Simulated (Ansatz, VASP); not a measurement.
# Na in VASP and in Ansatz

The input INCAR:

```
  PREC = Accurate
  ENCUT = 520
  EDIFF = 1E-6
  ISMEAR = -1
  SIGMA = 0.05
  LREAL = F
  LASPH = T
  NELM = 100
  ALGO = Normal
  ISIF = 2
  LWAVE = F
  LCHARG = T
  LELF = T
  LVHAR = T
  NBANDS = 10
```

The input KPOINTS:

```
Automatic mesh
0
Gamma
  13 13 13
```

POSCAR

```
Na
1.0
   -1.6313780109      1.6313780109      1.6313780109
    1.6313780109     -1.6313780109      1.6313780109
    1.6313780109      1.6313780109     -1.6313780109
Na
1
Direct
    0.0000000000      0.0000000000      0.0000000000
```

Input for Ansatz:

```yaml
crystal:
  lattice:
    - [-1.6313780109, 1.6313780109, 1.6313780109]
    - [1.6313780109, -1.6313780109, 1.6313780109]
    - [1.6313780109, 1.6313780109, -1.6313780109]
  atoms:
    - { symbol: Na, position: [0.0, 0.0, 0.0] }
kpoints:
  mp_grid: { grid: [13, 13, 13] }
scf:
  occupations: { method: fermi_dirac, width: 0.05 }
hamiltonian:
  xc: lda
  pseudopotentials: { kind: all_electron, lapw: { basis_error: 0.001 } }
output:
  forces: true
  stress: true
  eigenvalues: true
  populations: true
```

Change from the starting cell: volume scaled by 0.52, LAPW.

Alike in both runs: task single point; functional LDA; k mesh 13 × 13 × 13; occupations fermi-dirac, width 0.05 eV; no spin polarisation.

|  | VASP | Ansatz |
| --- | --- | --- |
| version | VASP 6.6.1 | Ansatz 0.2.0 |
| potentials or method | VASP PAW LDA potentials, release 64 (Na_pv), cutoff 520 eV | all-electron LAPW, scalar-relativistic |

```tsv
	VASP	Ansatz	Ansatz less VASP
pressure (GPa)	20.3	20.4	+0.10
```

LDA's correlation is that of Perdew and Zunger in VASP and of Perdew and Wang (1992) in Ansatz. Ansatz ran all-electron here, and VASP with PAW potentials.
